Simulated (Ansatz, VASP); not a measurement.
**NaH: VASP beside Ansatz**

POSCAR

```
NaH
1.0
    3.9533072863      0.0000000000      0.0000000000
   -1.9766536431      3.4236645389      0.0000000000
    0.0000000000      0.0000000000      4.8283237758
Na H
2 2
Direct
    0.3333333333      0.6666666667      0.2500000000
    0.6666666667      0.3333333333      0.7500000000
    0.6666666667      0.3333333333      0.2500000000
    0.3333333333      0.6666666667      0.7500000000
```

Contents of INCAR.step1:

```
SYSTEM = NaH
  PREC = Accurate
  ENCUT = 520
  EDIFF = 1E-5
  ISMEAR = -1
  SIGMA = 0.001
  LREAL = .FALSE.
  LASPH = .TRUE.
  NELM = 80
  ALGO = Normal
  ISIF = 2
  LWAVE = .TRUE.
  LCHARG = .FALSE.
  NBANDS = 16
  GGA = PE
```

INCAR.step2

```
SYSTEM = NaH
  PREC = Accurate
  ENCUT = 520
  EDIFF = 1E-7
  ISMEAR = -1
  SIGMA = 0.001
  LREAL = .FALSE.
  LASPH = .TRUE.
  NELM = 80
  ALGO = Normal
  ISIF = 2
  LWAVE = .FALSE.
  LCHARG = .FALSE.
  GGA = PE
  LHFCALC = .TRUE.
  HFSCREEN = 0.2079
  PRECFOCK = Normal
  NBANDS = 16
  ISTART = 1
```

File KPOINTS:

```
regular mesh
0
G
  6 6 2
  0 0 0
```

Input for Ansatz:

```yaml
crystal:
  lattice:
    - [3.9533072863, 0.0, 0.0]
    - [-1.9766536431, 3.4236645389, 0.0]
    - [0.0, 0.0, 4.8283237758]
  atoms:
    - { symbol: Na, position: [0.3333333333, 0.6666666667, 0.25] }
    - { symbol: Na, position: [0.6666666667, 0.3333333333, 0.75] }
    - { symbol: H, position: [0.6666666667, 0.3333333333, 0.25] }
    - { symbol: H, position: [0.3333333333, 0.6666666667, 0.75] }
kpoints:
  mp_grid: { grid: [6, 6, 2] }
hamiltonian:
  xc: hse06
scf:
  occupations: { method: fermi_dirac, width: 0.001 }
  n_extra_bands: 5
output:
  forces: true
  stress: true
  eigenvalues: true
```

Alike in both runs: task single point; functional HSE06; k mesh 6 × 6 × 2; occupations fermi-dirac, width 0.001 eV; no spin polarisation.

```csv
,VASP,Ansatz
version,VASP 6.6.1,Ansatz 0.2.0
potentials or method,"VASP PAW PBE potentials, release 64 (Na_pv, H)",plane waves
plane-wave cutoff (eV),520,420
valence electrons in the cell,16,20
```

|  | VASP | Ansatz | Ansatz less VASP |
| --- | --- | --- | --- |
| gap on the k mesh at the Fermi level (eV) | 4.27 | 4.27 | 0.000 |
| pressure (GPa) | 0.1 | 0.1 | +0.01 |
| traceless stress, the component that is largest in VASP (GPa) | -0.12 | -0.08 | +0.044 |

VASP's potentials hold 16 valence electrons a cell and Ansatz's 20, so a difference there can come from the potentials and not from the codes. Ansatz's warnings: stress exchange threshold loose, stress scf threshold loose.

The k mesh is coarse, so the values compare programs but aren't converged.
